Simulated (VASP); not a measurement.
# BN in VASP: relaxation of the atoms with PBE

Aim: the relaxation of the atoms of BN with PBE.

Everything below comes from runs of VASP 6.6.1. Logs are shortened: lines on timing, memory, paths and dates and some standing lists are left out, and cuts for length are marked.

### Step 1. The cell of the first run

The cell holds a slab with vacuum, 6 atoms: a = 2.563 Å, b = 3.625 Å, c = 18.563 Å, α = 90.00°, β = 90.00°, γ = 90.00°.

### Step 2. Relaxation of the atoms, PBE

INCAR

```
PREC = Accurate ; ENCUT = 520
EDIFF = 1E-7 ; ISMEAR = -1
SIGMA = 0.02 ; LREAL = False
LASPH = True ; NELM = 60
ALGO = Normal ; ISIF = 2
LWAVE = False ; LCHARG = False
LDIPOL = True ; IDIPOL = 3
DIPOL = 0.5 0.5 0.500 ; GGA = PE
IBRION = 2 ; NSW = 60
EDIFFG = -0.01
```

KPOINTS

```
regular mesh
0
Gamma
  12 8 1
```

POSCAR

```
BN
1.0
    2.5630581741      0.0000000000      0.0000000000
    0.0000000000      3.6247116310      0.0000000000
    0.0000000000      0.0000000000     18.5631000000
B N
3 3
Direct
    0.2500000000      0.1250000000      0.4309636275
    0.7500000000      0.6250000000      0.5000000000
    0.2500000000      0.1250000000      0.5690363725
    0.7500000000      0.8750000000      0.4309636275
    0.2500000000      0.3750000000      0.5000000000
    0.7500000000      0.8750000000      0.5690363725
```

Potentials or basis: VASP PAW PBE potentials, release 64 (B, N).

The run is started by

```sh
> cat potpaw_PBE.64/B/POTCAR potpaw_PBE.64/N/POTCAR > POTCAR
> mpirun -np 1 vasp_std > vasp.out
```

OUTCAR:

```text
PREC = Accurate
   ENCUT = 520
   EDIFF = 1E-7
   ISMEAR = -1
   LREAL = False
   LASPH = True
   NELM = 60
   ISIF = 2
   GGA = PE
   IBRION = 2
   NSW = 60
   EDIFFG = -0.01

 ion  position               nearest neighbor table
   1  0.250  0.125  0.431-   5 1.57   4 1.57   4 1.57
   2  0.750  0.625  0.500-   4 1.57   6 1.57   5 1.57   5 1.57
   3  0.250  0.125  0.569-   5 1.57   6 1.57   6 1.57
   4  0.750  0.875  0.431-   2 1.57   1 1.57   1 1.57
   5  0.250  0.375  0.500-   1 1.57   3 1.57   2 1.57   2 1.57
   6  0.750  0.875  0.569-   2 1.57   3 1.57   3 1.57

  LATTYP: Found a simple orthorhombic cell.
 ALAT       =     2.5630581741
 B/A-ratio  =     1.4142135624
 C/A-ratio  =     7.2425589819

  Lattice vectors:

 A1 = (   2.5630581741,   0.0000000000,   0.0000000000)
 A2 = (   0.0000000000,   3.6247116310,   0.0000000000)
 A3 = (   0.0000000000,   0.0000000000,  18.5631000000)

Analysis of symmetry for initial positions (statically):
=====================================================================
 Subroutine PRICEL returns:
 Original cell was already a primitive cell.

 Routine SETGRP: Setting up the symmetry group for a
 simple orthorhombic supercell.

 Subroutine GETGRP returns: Found  4 space group operations
 (whereof  2 operations were pure point group operations)
 out of a pool of  8 trial point group operations.

The static configuration has the point symmetry C_1h.
 The point group associated with its full space group is C_2v.

Analysis of symmetry for dynamics (positions and initial velocities):
=====================================================================
 Subroutine PRICEL returns:
 Original cell was already a primitive cell.

 Routine SETGRP: Setting up the symmetry group for a
 simple orthorhombic supercell.

 Subroutine GETGRP returns: Found  4 space group operations
 (whereof  2 operations were pure point group operations)
 out of a pool of  8 trial point group operations.

The dynamic configuration has the point symmetry C_1h.
 The point group associated with its full space group is C_2v.

 Subroutine INISYM returns: Found  4 space group operations
 (whereof  2 operations are pure point group operations),
 and found     1 'primitive' translations

----------------------------------------------------------------------------------------

                                     Primitive cell

  volume of cell :     172.4576

  direct lattice vectors                    reciprocal lattice vectors
     2.563058174  0.000000000  0.000000000     0.390158916  0.000000000  0.000000000
     0.000000000  3.624711631  0.000000000     0.000000000  0.275884016  0.000000000
     0.000000000  0.000000000 18.563100000     0.000000000  0.000000000  0.053870313

  length of vectors
     2.563058174  3.624711631 18.563100000     0.390158916  0.275884016  0.053870313

  position of ions in fractional coordinates (direct lattice)
     0.250000000  0.125000000  0.430963627
     0.750000000  0.625000000  0.500000000
     0.250000000  0.125000000  0.569036373
     0.750000000  0.875000000  0.430963627
     0.250000000  0.375000000  0.500000000
     0.750000000  0.875000000  0.569036373

  ion indices of the primitive-cell ions
   primitive index   ion index
                 1           1
                 2           2
                 3           3
                 4           4
                 5           5
                 6           6

----------------------------------------------------------------------------------------

 KPOINTS: regular mesh

Automatic generation of k-mesh.
 Grid dimensions read from file:
 generate k-points for:   12    8    1

 Generating k-lattice:

  Cartesian coordinates                     Fractional coordinates (reciprocal lattice)
     0.032513243  0.000000000  0.000000000     0.083333333  0.000000000  0.000000000
     0.000000000  0.034485502  0.000000000     0.000000000  0.125000000  0.000000000
     0.000000000  0.000000000  0.053870313     0.000000000  0.000000000  1.000000000

  Length of vectors
     0.032513243  0.034485502  0.053870313

  Shift w.r.t. Gamma in fractional coordinates (k-lattice)
     0.000000000  0.000000000  0.000000000

 Subroutine IBZKPT returns following result:
 ===========================================

 Found     35 irreducible k-points:

 Following reciprocal coordinates:
            Coordinates               Weight
  0.000000  0.000000  0.000000      1.000000
  0.083333  0.000000  0.000000      2.000000
  0.166667  0.000000  0.000000      2.000000
  0.250000  0.000000  0.000000      2.000000
  0.333333  0.000000  0.000000      2.000000
  0.416667  0.000000  0.000000      2.000000
[... 16 lines left out ...]
  0.083333  0.375000  0.000000      4.000000
  0.166667  0.375000  0.000000      4.000000
 [... further k-points ...]
   k-points           NKPTS =     35   k-points in BZ     NKDIM =     35   number of bands    NBANDS=     16
   number of dos      NEDOS =    301   number of ions     NIONS =      6
   total plane-waves  NPLWV =  78400
   dimension x,y,z NGX =    20 NGY =   28 NGZ =  140
   dimension x,y,z NGXF=    40 NGYF=   56 NGZF=  280
   ions per type =               3   3
   NGX,Y,Z   is equivalent  to a cutoff of  12.97, 12.84, 12.54 a.u.
   NGXF,Y,Z  is equivalent  to a cutoff of  25.94, 25.68, 25.08 a.u.
 SYSTEM =  unknown system
   PREC   = accura    normal or accurate (medium, high low for compatibility)
   ISTART =      0    job   : 0-new  1-cont  2-samecut
   ICHARG =      2    charge: 1-file 2-atom 10-const
   ISPIN  =      1    spin polarized calculation?
   LNONCOLLINEAR =      F non collinear calculations
   LSORBIT =      F    spin-orbit coupling
   LASPH  =      T    aspherical Exc in radial PAW
   ENCUT  =  520.0 eV  38.22 Ry    6.18 a.u.   4.77  6.74 34.52*2*pi/ulx,y,z
   NELM   =     60;   NELMIN=  2; NELMDL= -5     # of ELM steps
   EDIFF  = 0.1E-06   stopping-criterion for ELM
   LREAL  =      F    real-space projection
   EDIFFG = -.1E-01   stopping-criterion for IOM
   NSW    =     60    number of steps for IOM
   IBRION =      2    ionic relax: 0-MD 1-quasi-New 2-CG
   NFREE  =      1    steps in history (QN), initial steepest desc. (CG)
   ISIF   =      2    stress and relaxation
   ISYM   =      2    0-nonsym 1-usesym 2-fastsym
   POTIM  = 0.5000    time-step for ionic-motion
   TEBEG  =    0.0;   TEEND  =   0.0 temperature during run
   PSTRESS=    0.0 pullay stress
   NELECT =      24.0000    total number of electrons
   NUPDOWN=      -1.0000    fix difference up-down
   EMIN   =  10.00;   EMAX   =-10.00  energy-range for DOS
   EFERMI =   0.00;   METHOD = LEGACY
   ISMEAR =    -1;   SIGMA  =   0.02  broadening in eV -4-tet -1-fermi 0-gaus
   EFERMI_NEDOS =   21; number of points for ismear=-14 and -15
   IALGO  =     38    algorithm
   IMIX   =      4    mixing-type and parameters
     AMIX     =   0.40;   BMIX     =  1.00
     AMIX_MAG =   1.60;   BMIX_MAG =  1.00
  volume/ion in A,a.u.               =      28.74       193.97
  Fermi-wavevector in a.u.,A,eV,Ry     =   0.848368  1.603184  9.792505  0.719729
  Thomas-Fermi vector in A             =   1.964021
   LORBIT       =      0    0 simple, 1 ext, 2 COOP (PROOUT), +10 PAW based schemes
   GGA     = PE    functional components
   LHFCALC =     F    Hartree Fock is set to
   AEXX    =    0.0000 exact exchange contribution
   IVDW    =     0    specifies the selected vdW correction
   LEPSILON=     F    determine dielectric tensor
   LRPA    =     F    only Hartree local field effects (RPA)
 conjugate gradient relaxation of ions
 non-spin polarized calculation
  energy-cutoff  :      520.00
  volume of cell :      172.46
 maximum number of plane-waves:      4680
 NGX is ok and might be reduce to    20
   NGX =  9   NGY = 13   NGZ = 69

--------------------------------------- Ionic step        1  -------------------------------------------

 number of electron      24.0000000 magnetization

 Free energy of the ion-electron system (eV)
  ---------------------------------------------------
  ext. energy  EPLUGINS =         0.00000000
  ---------------------------------------------------
  free energy    TOTEN  =       -46.88775402 eV

  energy without entropy =      -46.88775402  energy(sigma->0) =      -46.88775402

------------------------ aborting loop because EDIFF is reached ----------------------------------------

  FORCE on cell =-STRESS in cart. coord.  units (eV):
  Direction    XX          YY          ZZ          XY          YZ          ZX
  --------------------------------------------------------------------------------------
  -------------------------------------------------------------------------------------
  Total       -5.7744255     -8.6967218     -3.0709527      0.0000000      0.0000000      0.0000000
  in kB      -53.6459494    -80.7948597    -28.5299678      0.0000000      0.0000000      0.0000000
  external PRESSURE =     -54.3235923 kB  Pullay stress =       0.0000000 kB
[... 101 lines left out ...]
  FREE ENERGIE OF THE ION-ELECTRON SYSTEM (eV)
  ---------------------------------------------------
  free  energy   TOTEN  =       -48.7310396971 eV

  energy  without entropy=      -48.7310396954  energy(sigma->0) =      -48.73103970

[... ionic steps 4 to 10 ...]

--------------------------------------- Ionic step       11  -------------------------------------------

 number of electron      24.0000000 magnetization

------------------------ aborting loop because EDIFF is reached ----------------------------------------
[... 69 lines left out ...]
  FREE ENERGIE OF THE ION-ELECTRON SYSTEM (eV)
  ---------------------------------------------------
  free  energy   TOTEN  =       -48.8423097501 eV

  energy  without entropy=      -48.8423096782  energy(sigma->0) =      -48.84230971

 dipolmoment           0.000000      0.000000     -0.000000 electrons x Angstroem

--------------------------------------- Ionic step       13  -------------------------------------------

 number of electron      24.0000000 magnetization

 dipolmoment           0.000000      0.000000      0.000000 electrons x Angstroem

 Free energy of the ion-electron system (eV)
  ---------------------------------------------------
  ext. energy  EPLUGINS =         0.00000000
  ---------------------------------------------------
  free energy    TOTEN  =       -48.84231406 eV

  energy without entropy =      -48.84231399  energy(sigma->0) =      -48.84231403

 E-fermi :  -3.0810     XC(G=0):  -3.5723

 val. band max:       -3.3219034527   @ k =   0.0000   0.5000   0.0000
 cond. band min:      -2.8432671810   @ k =   0.5000   0.0000   0.0000
 fundamental gap:      0.4786362717
 Fermi energy:        -3.0809840600

 k-point     1 :       0.0000    0.0000    0.0000
  band No.  band energies     occupation
      1     -23.0112      2.00000
      2     -19.4936      2.00000
      3     -18.2584      2.00000
      4     -11.9779      2.00000
      5      -9.8128      2.00000
      6      -9.3973      2.00000
[... 433 lines left out ...]
      3     -18.9178      2.00000
      4     -11.8086      2.00000
      5     -11.3348      2.00000
      6      -9.4332      2.00000
[... 8 lines left out ...]
     15       4.2198      0.00000
     16       4.8975      0.00000

 [... further k-points ...]

------------------------ aborting loop because EDIFF is reached ----------------------------------------

 vacuum level on the upper side and lower side of the slab       (xc-potential included)        -0.011        -0.011

  FORCE on cell =-STRESS in cart. coord.  units (eV):
  Direction    XX          YY          ZZ          XY          YZ          ZX
  --------------------------------------------------------------------------------------
  -------------------------------------------------------------------------------------
  Total       -3.3646797     -0.3868546     -0.0494314      0.0000000      0.0000000      0.0000000
  in kB      -31.2587697     -3.5939819     -0.4592307      0.0000000      0.0000000      0.0000000
  external PRESSURE =     -11.7706608 kB  Pullay stress =       0.0000000 kB
[... 21 lines left out ...]
  FREE ENERGIE OF THE ION-ELECTRON SYSTEM (eV)
  ---------------------------------------------------
  free  energy   TOTEN  =       -48.8423140631 eV

  energy  without entropy=      -48.8423139875  energy(sigma->0) =      -48.84231403

 reached required accuracy - stopping structural energy minimisation

 vacuum level on the upper side and lower side of the slab         2.894         2.894
```

Wall time 17 min (1 thread of Intel Xeon Platinum 8259CL at 2.50GHz (Skylake/Cascade Lake), shared host); peak memory 0.31 GiB.

Results:

```yaml
Free_energy: -48.8423 eV
Energy_gained_by_relaxing: 325.8 meV/atom
Ionic_steps: 13
Largest_force_after_relaxing: 0.008 eV/Å
Band_gap_on_the_k_mesh: 0.48 eV (least direct gap 0.67 eV)
```

Forces on the atoms (eV/Å):
```
B    0.000  0.005  0.001
B    0.000 -0.003  0.000
B    0.000  0.005 -0.001
N    0.000 -0.007 -0.003
N    0.000  0.008  0.000
N    0.000 -0.007  0.003
```

The path:
```
step  energy change (eV)  largest force (eV/Å)  pressure (GPa)
   1              0.0000                6.2282           -5.43
   2             -1.2396                3.2923            0.36
   3             -1.8433                1.3131           -1.99
   4             -1.8443                1.3119           -2.09
   5             -1.9216                0.7412           -2.14
   6             -1.9255                0.5767           -2.15
   7             -1.9486                0.3156           -1.52
   8             -1.9486                0.3168           -1.52
   9             -1.9540                0.1346           -1.11
  10             -1.9544                0.0836           -1.19
  11             -1.9545                0.0339           -1.19
  12             -1.9546                0.0126           -1.19
  13             -1.9546                0.0079           -1.18
```

Final structure:
```
B N
1.0
     2.56306    0.00000    0.00000
     0.00000    3.62471    0.00000
     0.00000    0.00000   18.56310
B N
3 3
Direct
  0.25000 0.08432 0.44022
  0.75000 0.63432 0.50000
  0.25000 0.08432 0.55978
  0.75000 0.90160 0.42928
  0.25000 0.39384 0.50000
  0.75000 0.90160 0.57072
```

Caveat: semilocal functionals underestimate gaps, and a narrow one can read as zero.
